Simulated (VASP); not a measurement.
# Mn (Fm-3m) in VASP: a series of runs

Mn is run at these levels: PBE; tasks: relaxation of cell and atoms.

All numbers are computed with VASP 6.6.1; they aren't measurements. Logs are shortened: lines on timing, memory, paths and dates and some standing lists are left out, and cuts for length are marked.

### Step 1. The cell of the first run

The structure is cubic, space group Fm-3m (No. 225). The conventional cell has a = 4.288 Å, b = 4.288 Å, c = 4.288 Å, α = 90.00°, β = 90.00°, γ = 90.00°. Mn (site symmetry m-3m) has 12 Mn at 3.03 Å within 4.0 Å.

### Step 2. Relaxation of cell and atoms, PBE, collinear spin, ferromagnetic start

Input file INCAR:

```
ALGO = Normal
EDIFF = 1E-6
EDIFFG = -0.05
ENCUT = 600
GGA = PE
IBRION = 2
ISIF = 3
ISMEAR = 0
ISPIN = 2
LASPH = True
LCHARG = False
LMAXMIX = 4
LORBIT = 11
LREAL = False
LWAVE = False
MAGMOM = 4.33
NELM = 150
NSW = 80
PREC = Accurate
SIGMA = 0.1
```

Input file KPOINTS:

```
k-points
0
Gamma
  8 8 8
```

Input file POSCAR:

```
Mn
1.0
    0.0000000000      2.1441339308      2.1441339308
    2.1441339308      0.0000000000      2.1441339308
    2.1441339308      2.1441339308      0.0000000000
Mn
1
Direct
    0.0000000000      0.0000000000      0.0000000000
```

Potentials or basis: VASP PAW PBE potentials, release 64 (Mn_pv).

Launch:

```console
$ cat potpaw_PBE.64/Mn_pv/POTCAR > POTCAR
$ mpirun -np 1 vasp_std > vasp.out
```

OUTCAR:

```text
EDIFF = 1E-6
   EDIFFG = -0.05
   ENCUT = 600
   GGA = PE
   IBRION = 2
   ISIF = 3
   ISMEAR = 0
   ISPIN = 2
   LASPH = True
   LORBIT = 11
   LREAL = False
   NELM = 150
   NSW = 80
   PREC = Accurate

 ion  position               nearest neighbor table
   1  0.000  0.000  0.000-

  LATTYP: Found a face centered cubic cell.
 ALAT       =     4.2882678616

  Lattice vectors:

 A1 = (   0.0000000000,   2.1441339308,   2.1441339308)
 A2 = (   2.1441339308,   0.0000000000,   2.1441339308)
 A3 = (   2.1441339308,   2.1441339308,   0.0000000000)

Analysis of symmetry for initial positions (statically):
=====================================================================
 Subroutine PRICEL returns:
 Original cell was already a primitive cell.

 Routine SETGRP: Setting up the symmetry group for a
 face centered cubic supercell.

 Subroutine GETGRP returns: Found 48 space group operations
 (whereof 48 operations were pure point group operations)
 out of a pool of 48 trial point group operations.

The static configuration has the point symmetry O_h .

Analysis of symmetry for dynamics (positions and initial velocities):
=====================================================================
 Subroutine PRICEL returns:
 Original cell was already a primitive cell.

 Routine SETGRP: Setting up the symmetry group for a
 face centered cubic supercell.

 Subroutine GETGRP returns: Found 48 space group operations
 (whereof 48 operations were pure point group operations)
 out of a pool of 48 trial point group operations.

The dynamic configuration has the point symmetry O_h .

Analysis of structural, dynamic, and magnetic symmetry:
=====================================================================
 Subroutine PRICEL returns:
 Original cell was already a primitive cell.

 Routine SETGRP: Setting up the symmetry group for a
 face centered cubic supercell.

 Subroutine GETGRP returns: Found 48 space group operations
 (whereof 48 operations were pure point group operations)
 out of a pool of 48 trial point group operations.

The overall configuration has the point symmetry O_h .

 Subroutine INISYM returns: Found 48 space group operations
 (whereof 48 operations are pure point group operations),
 and found     1 'primitive' translations

----------------------------------------------------------------------------------------

                                     Primitive cell

  volume of cell :      19.7145

  direct lattice vectors                    reciprocal lattice vectors
[... 122 lines left out ...]
   NGX = 13   NGY = 13   NGZ = 13

--------------------------------------- Ionic step        1  -------------------------------------------

 number of electron      12.9999998 magnetization       3.9925324

 Free energy of the ion-electron system (eV)
  ---------------------------------------------------
  ext. energy  EPLUGINS =         0.00000000
  ---------------------------------------------------
  free energy    TOTEN  =        -8.07646350 eV

  energy without entropy =       -8.06914234  energy(sigma->0) =       -8.07280292

------------------------ aborting loop because EDIFF is reached ----------------------------------------

  FORCE on cell =-STRESS in cart. coord.  units (eV):
  Direction    XX          YY          ZZ          XY          YZ          ZX
  --------------------------------------------------------------------------------------
  -------------------------------------------------------------------------------------
  Total       -1.6290726     -1.6290726     -1.6290726      0.0000000      0.0000000      0.0000000
  in kB     -132.3930866   -132.3930866   -132.3930866      0.0000000      0.0000000      0.0000000
  external PRESSURE =    -132.3930866 kB  Pullay stress =       0.0000000 kB
[... 90 lines left out ...]
  FREE ENERGIE OF THE ION-ELECTRON SYSTEM (eV)
  ---------------------------------------------------
  free  energy   TOTEN  =        -4.9458772394 eV

  energy  without entropy=       -4.9435693975  energy(sigma->0) =       -4.94472332

 E-fermi :   9.9721     XC(G=0): -13.7654

 val. band max:        9.8077486144   @ k =   0.5000   0.2500   0.1250
 cond. band min:       9.9806391423   @ k =  -0.1250   0.1250   0.0000
 fundamental gap:      0.1728905280
 Fermi energy:         9.9721432630

 spin component 1

 k-point     1 :       0.0000    0.0000    0.0000
  band No.  band energies     occupation
      1     -37.7577      1.00000
      2     -37.7577      1.00000
      3     -37.7577      1.00000
      4       1.7914      1.00000
      5       8.8417      1.00000
      6       8.8417      1.00000
      7       8.8417      1.00000
      8      10.4298      0.00000
      9      10.4298      0.00000
     10      31.0059      0.00000
     11      36.5441      0.00000
     12      36.5441      0.00000
[... 697 lines left out ...]
      1     -38.3251      1.00000
      2     -38.0166      1.00000
      3     -37.8994      1.00000
      4       6.6629      1.00000
      5       7.5324      1.00000
      6       8.5802      1.00000
      7       9.6179      1.00000
      8      11.4085      0.00000
      9      15.1133      0.00000
     10      18.5703      0.00000
     11      26.7011      0.00000
     12      28.3506      0.00000

 [... further k-points ...]

[... ionic steps 4 to 7 ...]

--------------------------------------- Ionic step        8  -------------------------------------------

 number of electron      12.9999998 magnetization      -0.0000001

 number of electron      12.9999998 magnetization       0.0000001
[... 71 lines left out ...]
 number of electron      12.9999998 magnetization      -0.0000002

 number of electron      12.9999998 magnetization       0.0000001

 Free energy of the ion-electron system (eV)
  ---------------------------------------------------
  ext. energy  EPLUGINS =         0.00000000
  ---------------------------------------------------
  free energy    TOTEN  =        -8.92240051 eV

  energy without entropy =       -8.91616578  energy(sigma->0) =       -8.91928314

 E-fermi :  10.6044     XC(G=0): -14.0363

 val. band max:       10.4267497439   @ k =   0.5000   0.2500   0.1250
 cond. band min:      10.6100218348   @ k =  -0.1250   0.1250   0.0000
 fundamental gap:      0.1832720909
 Fermi energy:        10.6043660242

 spin component 1

 k-point     1 :       0.0000    0.0000    0.0000
  band No.  band energies     occupation
      1     -37.0997      1.00000
      2     -37.0997      1.00000
      3     -37.0997      1.00000
      4       2.2185      1.00000
      5       9.3974      1.00000
      6       9.3974      1.00000
      7       9.3974      1.00000
      8      11.0941      0.00000
      9      11.0941      0.00000
     10      31.9430      0.00000
     11      37.7851      0.00000
     12      37.7851      0.00000
[... 737 lines left out ...]
  FREE ENERGIE OF THE ION-ELECTRON SYSTEM (eV)
  ---------------------------------------------------
  free  energy   TOTEN  =        -8.9224005099 eV

  energy  without entropy=       -8.9161657761  energy(sigma->0) =       -8.91928314

 reached required accuracy - stopping structural energy minimisation

 total charge

# of ion       s       p       d       tot
------------------------------------------
    1        0.428   6.403   5.158  11.989

 magnetization (x)

# of ion       s       p       d       tot
------------------------------------------
    1        0.000   0.000  -0.000  -0.000
```

CONTCAR:

```text
Mn
   1.00000000000000
    -0.0000000000000000    1.7499154781504807    1.7499154781504804
     1.7499154781504807    0.0000000000000000    1.7499154781504804
     1.7499154781504807    1.7499154781504807    0.0000000000000000
  Mn
     1
Direct
     0.0000000000000000    0.0000000000000000    0.0000000000000000

  0.00000000E+00  0.00000000E+00  0.00000000E+00
```

It took 1.7 min on 1 thread of Intel Xeon Platinum 8259CL at 2.50GHz (Skylake/Cascade Lake), shared host; peak memory 0.17 GiB.

What came out:

* Free energy: -8.9224 eV
* Relaxed volume: 10.72 Å³/atom
* Relaxed cell: a = 2.475 Å, b = 2.475 Å, c = 2.475 Å, α = 60.00°, β = 60.00°, γ = 60.00°
* Space group after relaxing (to 0.05 Å): Fm-3m (No. 225)
* Energy gained by relaxing: 845.9 meV/atom
* Ionic steps: 10
* Pressure after relaxing: 0.4 GPa
* Net moment: 0.00 μB per cell
* Valence electrons inside the program's atomic spheres: Mn 11.99

Step by step:
```tsv
step	energy change (eV)	largest force (eV/Å)	pressure (GPa)	volume (Å³)
1	0.0000	0.0000	-13.24	19.71
2	0.0676	0.0000	-44.29	15.42
3	3.1306	0.0000	459.90	6.35
4	-0.4874	0.0000	-36.86	13.29
5	-0.6451	0.0000	52.81	9.35
6	-0.8287	0.0000	-11.18	11.21
7	-0.8458	0.0000	1.36	10.68
8	-0.8452	0.0000	-2.47	10.83
9	-0.8456	0.0000	-1.73	10.79
10	-0.8459	0.0000	0.40	10.72
```

Final structure:
```
Mn
1.0
     0.00000    1.74992    1.74992
     1.74992    0.00000    1.74992
     1.74992    1.74992    0.00000
Mn
1
Direct
  0.00000 0.00000 0.00000
```

Caveat: the starting moments collapsed, and a magnetic state may lie lower; the volume moved by over 15 % at a fixed basis, so the end points are rough.

### Step 3. Relaxation of cell and atoms, PBE

This run uses another cell than the first one, of 10.73 Å³/atom, 0.544 times its volume.

Input file INCAR:

```
SYSTEM = Mn
ALGO     = Normal         ! electronic algorithm
EDIFF    = 1E-7           ! SCF threshold, eV
EDIFFG   = -0.01          ! ionic threshold
ENCUT    = 600            ! plane-wave cutoff, eV
GGA      = PE             ! functional
IBRION   = 2              ! ionic algorithm
ISIF     = 3              ! what is computed and relaxed
ISMEAR   = 0              ! smearing method
LASPH    = .TRUE.         ! aspherical terms in the spheres
LCHARG   = .FALSE.        ! write CHGCAR
LREAL    = .FALSE.        ! projectors in reciprocal space
LWAVE    = .FALSE.        ! write WAVECAR
NELM     = 100            ! most SCF steps
NSW      = 80             ! ionic steps
PREC     = Accurate       ! precision mode
SIGMA    = 0.1            ! smearing width, eV
```

Input file KPOINTS:

```
k-points
0
G
  20 20 20
  0 0 0
```

Input file POSCAR:

```
Mn
1.0
    0.0000000000      1.7503659014      1.7503659014
    1.7503659014      0.0000000000      1.7503659014
    1.7503659014      1.7503659014      0.0000000000
Mn
1
Direct
    0.0000000000      0.0000000000      0.0000000000
```

Potentials or basis: VASP PAW PBE potentials, release 64 (Mn_pv).

Launch:

```console
$ cat potpaw_PBE.64/Mn_pv/POTCAR > POTCAR
$ mpirun -np 1 vasp_std > vasp.out
```

OUTCAR:

```text
SYSTEM = Mn
   EDIFF = 1E-7
   EDIFFG = -0.01
   ENCUT = 600
   GGA = PE
   IBRION = 2
   ISIF = 3
   ISMEAR = 0
   LASPH = .TRUE.
   LREAL = .FALSE.
   NELM = 100
   NSW = 80
   PREC = Accurate

 ion  position               nearest neighbor table
   1  0.000  0.000  0.000-

  LATTYP: Found a face centered cubic cell.
 ALAT       =     3.5007318028

  Lattice vectors:

 A1 = (   0.0000000000,   1.7503659014,   1.7503659014)
 A2 = (   1.7503659014,   0.0000000000,   1.7503659014)
 A3 = (   1.7503659014,   1.7503659014,   0.0000000000)

Analysis of symmetry for initial positions (statically):
=====================================================================
 Subroutine PRICEL returns:
 Original cell was already a primitive cell.

 Routine SETGRP: Setting up the symmetry group for a
 face centered cubic supercell.

 Subroutine GETGRP returns: Found 48 space group operations
 (whereof 48 operations were pure point group operations)
 out of a pool of 48 trial point group operations.

The static configuration has the point symmetry O_h .

Analysis of symmetry for dynamics (positions and initial velocities):
=====================================================================
 Subroutine PRICEL returns:
 Original cell was already a primitive cell.

 Routine SETGRP: Setting up the symmetry group for a
 face centered cubic supercell.

 Subroutine GETGRP returns: Found 48 space group operations
 (whereof 48 operations were pure point group operations)
 out of a pool of 48 trial point group operations.

The dynamic configuration has the point symmetry O_h .

 Subroutine INISYM returns: Found 48 space group operations
 (whereof 48 operations are pure point group operations),
 and found     1 'primitive' translations

----------------------------------------------------------------------------------------

                                     Primitive cell

  volume of cell :      10.7255

  direct lattice vectors                    reciprocal lattice vectors
     0.000000000  1.750365901  1.750365901    -0.285654559  0.285654559  0.285654559
     1.750365901  0.000000000  1.750365901     0.285654559 -0.285654559  0.285654559
     1.750365901  1.750365901  0.000000000     0.285654559  0.285654559 -0.285654559

  length of vectors
     2.475391197  2.475391197  2.475391197     0.494768210  0.494768210  0.494768210

  position of ions in fractional coordinates (direct lattice)
     0.000000000  0.000000000  0.000000000

  ion indices of the primitive-cell ions
   primitive index   ion index
                 1           1

----------------------------------------------------------------------------------------

 KPOINTS: k-points

Automatic generation of k-mesh.
 Grid dimensions read from file:
 generate k-points for:   20   20   20

 Generating k-lattice:

  Cartesian coordinates                     Fractional coordinates (reciprocal lattice)
    -0.014282728  0.014282728  0.014282728     0.050000000  0.000000000  0.000000000
     0.014282728 -0.014282728  0.014282728     0.000000000  0.050000000  0.000000000
     0.014282728  0.014282728 -0.014282728     0.000000000  0.000000000  0.050000000

  Length of vectors
     0.024738410  0.024738410  0.024738410

  Shift w.r.t. Gamma in fractional coordinates (k-lattice)
[... 44 lines left out ...]
   ISTART =      0    job   : 0-new  1-cont  2-samecut
   ICHARG =      2    charge: 1-file 2-atom 10-const
   ISPIN  =      1    spin polarized calculation?
   LNONCOLLINEAR =      F non collinear calculations
   LSORBIT =      F    spin-orbit coupling
   LASPH  =      T    aspherical Exc in radial PAW
   ENCUT  =  600.0 eV  44.10 Ry    6.64 a.u.   4.94  4.94  4.94*2*pi/ulx,y,z
   NELM   =    100;   NELMIN=  2; NELMDL= -5     # of ELM steps
   EDIFF  = 0.1E-06   stopping-criterion for ELM
   LREAL  =      F    real-space projection
   EDIFFG = -.1E-01   stopping-criterion for IOM
   NSW    =     80    number of steps for IOM
   IBRION =      2    ionic relax: 0-MD 1-quasi-New 2-CG
   NFREE  =      1    steps in history (QN), initial steepest desc. (CG)
   ISIF   =      3    stress and relaxation
   ISYM   =      2    0-nonsym 1-usesym 2-fastsym
   POTIM  = 0.5000    time-step for ionic-motion
   TEBEG  =    0.0;   TEEND  =   0.0 temperature during run
   PSTRESS=    0.0 pullay stress
   NELECT =      13.0000    total number of electrons
   NUPDOWN=      -1.0000    fix difference up-down
   EMIN   =  10.00;   EMAX   =-10.00  energy-range for DOS
   EFERMI =   0.00;   METHOD = LEGACY
   ISMEAR =     0;   SIGMA  =   0.10  broadening in eV -4-tet -1-fermi 0-gaus
   EFERMI_NEDOS =   21; number of points for ismear=-14 and -15
   IALGO  =     38    algorithm
   IMIX   =      4    mixing-type and parameters
     AMIX     =   0.40;   BMIX     =  1.00
     AMIX_MAG =   1.60;   BMIX_MAG =  1.00
  volume/ion in A,a.u.               =      10.73        72.38
  Fermi-wavevector in a.u.,A,eV,Ry     =   1.745489  3.298496 41.453301  3.046732
  Thomas-Fermi vector in A             =   2.817166
   LORBIT       =      0    0 simple, 1 ext, 2 COOP (PROOUT), +10 PAW based schemes
   GGA     = PE    functional components
   LHFCALC =     F    Hartree Fock is set to
   AEXX    =    0.0000 exact exchange contribution
   IVDW    =     0    specifies the selected vdW correction
   LEPSILON=     F    determine dielectric tensor
   LRPA    =     F    only Hartree local field effects (RPA)
 conjugate gradient relaxation of ions
 non-spin polarized calculation
 Gauss-broadening in eV      SIGMA  =   0.10
  energy-cutoff  :      600.00
  volume of cell :       10.73
 maximum number of plane-waves:       369
   NGX =  9   NGY =  9   NGZ =  9

--------------------------------------- Ionic step        1  -------------------------------------------

 number of electron      12.9999995 magnetization

 Free energy of the ion-electron system (eV)
  ---------------------------------------------------
  ext. energy  EPLUGINS =         0.00000000
  ---------------------------------------------------
  free energy    TOTEN  =        -8.91936006 eV

  energy without entropy =       -8.91175767  energy(sigma->0) =       -8.91555886

------------------------ aborting loop because EDIFF is reached ----------------------------------------

  FORCE on cell =-STRESS in cart. coord.  units (eV):
  Direction    XX          YY          ZZ          XY          YZ          ZX
  --------------------------------------------------------------------------------------
  -------------------------------------------------------------------------------------
  Total        0.0172557      0.0172557      0.0172557     -0.0000000     -0.0000000      0.0000000
  in kB        2.5776624      2.5776624      2.5776624     -0.0000000     -0.0000000      0.0000000
  external PRESSURE =       2.5776624 kB  Pullay stress =       0.0000000 kB
[... 57 lines left out ...]
--------------------------------------- Ionic step        3  -------------------------------------------

 number of electron      12.9999995 magnetization

 Free energy of the ion-electron system (eV)
  ---------------------------------------------------
  ext. energy  EPLUGINS =         0.00000000
  ---------------------------------------------------
  free energy    TOTEN  =        -8.91936775 eV

  energy without entropy =       -8.91175725  energy(sigma->0) =       -8.91556250

 E-fermi :  10.5206     XC(G=0): -14.0282

 val. band max:       10.5181646136   @ k =  -0.3000   0.3000   0.0500
 cond. band min:      10.5232801526   @ k =   0.2000   0.1500   0.0500
 fundamental gap:      0.0051155389
 Fermi energy:        10.5205938917

 k-point     1 :       0.0000    0.0000    0.0000
  band No.  band energies     occupation
      1     -37.1420      2.00000
      2     -37.1420      2.00000
      3     -37.1420      2.00000
      4       2.2014      2.00000
      5       9.3644      2.00000
      6       9.3644      2.00000
      7       9.3644      2.00000
      8      11.0537      0.00000
      9      11.0537      0.00000
     10      31.9163      0.00000
[... 287 lines left out ...]
 k-point    24 :      -0.3500    0.0500    0.0000
  band No.  band energies     occupation
      1     -37.7761      2.00000
      2     -37.2456      2.00000
      3     -37.2206      2.00000
      4       5.8077      2.00000
      5       9.3334      2.00000
      6       9.4319      2.00000
      7       9.4490      2.00000
      8      11.6690      0.00000
      9      12.1458      0.00000
     10      22.3953      0.00000

 [... further k-points ...]

------------------------ aborting loop because EDIFF is reached ----------------------------------------

  FORCE on cell =-STRESS in cart. coord.  units (eV):
  Direction    XX          YY          ZZ          XY          YZ          ZX
  --------------------------------------------------------------------------------------
  -------------------------------------------------------------------------------------
  Total        0.0010711      0.0010711      0.0010711      0.0000000      0.0000000      0.0000000
  in kB        0.1598632      0.1598632      0.1598632      0.0000000      0.0000000      0.0000000
  external PRESSURE =       0.1598632 kB  Pullay stress =       0.0000000 kB
[... 16 lines left out ...]
  FREE ENERGIE OF THE ION-ELECTRON SYSTEM (eV)
  ---------------------------------------------------
  free  energy   TOTEN  =        -8.9193677538 eV

  energy  without entropy=       -8.9117572460  energy(sigma->0) =       -8.91556250

 reached required accuracy - stopping structural energy minimisation
```

It took 47 s on 1 thread of Intel Xeon Platinum 8259CL at 2.50GHz (Skylake/Cascade Lake), shared host; peak memory 0.15 GiB.

What came out:

```yaml
Free_energy: -8.9194 eV
Relaxed_volume: 10.74 Å³/atom
Relaxed_cell: a = 2.476 Å, b = 2.476 Å, c = 2.476 Å, α = 60.00°, β = 60.00°, γ = 60.00°
Space_group_after_relaxing_to_0.05_Å: Fm-3m (No. 225)
Energy_gained_by_relaxing: 0.0 meV/atom
Ionic_steps: 3
Pressure_after_relaxing: 0.0 GPa
```

Final structure:
```
Mn
1.0
     0.00000    1.75089    1.75089
     1.75089    0.00000    1.75089
     1.75089    1.75089    0.00000
Mn
1
Direct
  0.00000 0.00000 0.00000
```

Caveat: the run has no spin polarisation, though such a crystal can be magnetic. Spin polarisation is off, so any magnetic state and its effect on volume and gap are missing.
